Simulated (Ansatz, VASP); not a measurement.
**One calculation of MgO, two programs**

```xyz
4
Lattice="3.1878 0.0000 0.0000 -1.5939 2.7607 0.0000 0.0000 0.0000 4.7182" Properties=species:S:1:pos:R:3 pbc="T T T"
Mg    0.0000    1.8405    0.0173
Mg    1.5939    0.9202    2.3764
O     0.0000    1.8405    1.8917
O     1.5939    0.9202    4.2508
```

Alike in both runs: task single point; functional PBEsol; k mesh 9 × 9 × 6; occupations gaussian, width 0.05 eV; no spin polarisation.

|  | VASP | Ansatz |
| --- | --- | --- |
| version | VASP 6.6.1 | Ansatz 0.2.0 |
| potentials or method | VASP PAW PBE potentials, release 64 (Mg, O), cutoff 520 eV | scalar-relativistic, plane waves, PAW |
| valence electrons in the cell | 16 | 32 |

Ansatz gave:

| Property | Result |
| --- | --- |
| gap on the k mesh at the Fermi level (eV) | 4.06 |
| least direct gap on the mesh (eV) | 4.06 |
| pressure (GPa) | 20.7 |
| traceless stress, the component that is largest in VASP (GPa) | 3.45 |
| rms of the force components (eV/Å) | 0.349 |

Question: What did VASP give for the same quantities?

Answer: gap on the k mesh at the Fermi level (eV): 4.06; least direct gap on the mesh (eV): 4.06; pressure (GPa): 20.8; traceless stress, the component that is largest in VASP (GPa): 3.54; rms of the force components (eV/Å): 0.357.

VASP's potentials were made for PBE, not for PBEsol, and Ansatz warns of the same on its side. Atom by atom the forces differ by 0.007 eV/Å (rms over components). VASP's potentials hold 16 valence electrons a cell and Ansatz's 32, so a difference there can come from the potentials and not from the codes.
